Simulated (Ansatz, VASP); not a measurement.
**GaAs in VASP and in Ansatz**

The input INCAR:

```
SYSTEM = GaAs
ALGO     = Normal         ! electronic algorithm
EDIFF    = 1E-6           ! SCF threshold, eV
ENCUT    = 520            ! plane-wave cutoff, eV
GGA      = PE             ! functional
ISIF     = 2              ! what is computed and relaxed
ISMEAR   = 0              ! smearing method
LASPH    = .TRUE.         ! aspherical terms in the spheres
LCHARG   = .TRUE.         ! write CHGCAR
LELF     = .TRUE.         ! ELF
LREAL    = .FALSE.        ! projectors in reciprocal space
LVHAR    = .TRUE.       
LWAVE    = .FALSE.        ! write WAVECAR
NBANDS   = 66             ! bands
NELM     = 80             ! most SCF steps
PREC     = Accurate       ! precision mode
SIGMA    = 0.1            ! smearing width, eV
```

The input KPOINTS:

```
k-points
0
G
  4 2 4
  0 0 0
```

Contents of POSCAR:

```
GaAs
1.0
    3.9186868700      0.0000000000      0.0000000000
    0.0000000000     12.2172555800      0.0000000000
    0.0000000000      0.0000000000      5.6899564000
Ga As
6 6
Direct
    0.0000000000      0.6523099200      0.1196049900
    0.5000000000      0.8476900800      0.8803950100
    0.0000000000      0.0000000000      0.3810625100
    0.5000000000      0.1523099200      0.8803950100
    0.0000000000      0.3476900800      0.1196049900
    0.5000000000      0.5000000000      0.6189374900
    0.5000000000      0.6523099200      0.8803950100
    0.0000000000      0.8476900800      0.1196049900
    0.5000000000      0.0000000000      0.6189374900
    0.0000000000      0.1523099200      0.1196049900
    0.5000000000      0.3476900800      0.8803950100
    0.0000000000      0.5000000000      0.3810625100
```

Input for Ansatz:

```yaml
crystal:
  lattice:
    - [3.91868687, 0.0, 0.0]
    - [0.0, 12.21725558, 0.0]
    - [0.0, 0.0, 5.6899564]
  atoms:
    - { symbol: Ga, position: [0.0, 0.65230992, 0.11960499] }
    - { symbol: Ga, position: [0.5, 0.84769008, 0.88039501] }
    - { symbol: Ga, position: [0.0, 0.0, 0.38106251] }
    - { symbol: Ga, position: [0.5, 0.15230992, 0.88039501] }
    - { symbol: Ga, position: [0.0, 0.34769008, 0.11960499] }
    - { symbol: Ga, position: [0.5, 0.5, 0.61893749] }
    - { symbol: As, position: [0.5, 0.65230992, 0.88039501] }
    - { symbol: As, position: [0.0, 0.84769008, 0.11960499] }
    - { symbol: As, position: [0.5, 0.0, 0.61893749] }
    - { symbol: As, position: [0.0, 0.15230992, 0.11960499] }
    - { symbol: As, position: [0.5, 0.34769008, 0.88039501] }
    - { symbol: As, position: [0.0, 0.5, 0.38106251] }
basis:
  ecutwfc: 420
kpoints:
  mp_grid: { grid: [4, 2, 4] }
hamiltonian:
  xc: pbe
scf:
  occupations: { method: gaussian, width: 0.1 }
  lower_state_search: "off"
output:
  forces: true
  stress: true
  eigenvalues: true
```

Alike in both runs: task single point; functional PBE; k mesh 4 × 2 × 4; occupations gaussian, width 0.1 eV; no spin polarisation.

|  | VASP | Ansatz |
| --- | --- | --- |
| version | VASP 6.6.1 | Ansatz 0.2.0 |
| potentials or method | VASP PAW PBE potentials, release 64 (Ga_d, As), cutoff 520 eV | scalar-relativistic, plane waves, PAW |
| valence electrons in the cell | 108 | 168 |

```csv
,VASP,Ansatz,Ansatz less VASP
gap on the k mesh at the Fermi level (eV),0.58,0.59,+0.010
least direct gap on the mesh (eV),0.64,0.64,-0.004
pressure (GPa),10.8,10.6,-0.24
"traceless stress, the component that is largest in VASP (GPa)",-0.74,-0.71,+0.032
rms of the force components (eV/Å),0.431,0.424,-0.0071
```

Atom by atom the forces differ by 0.007 eV/Å (rms over components). VASP's potentials hold 108 valence electrons a cell and Ansatz's 168, so a difference there can come from the potentials and not from the codes.
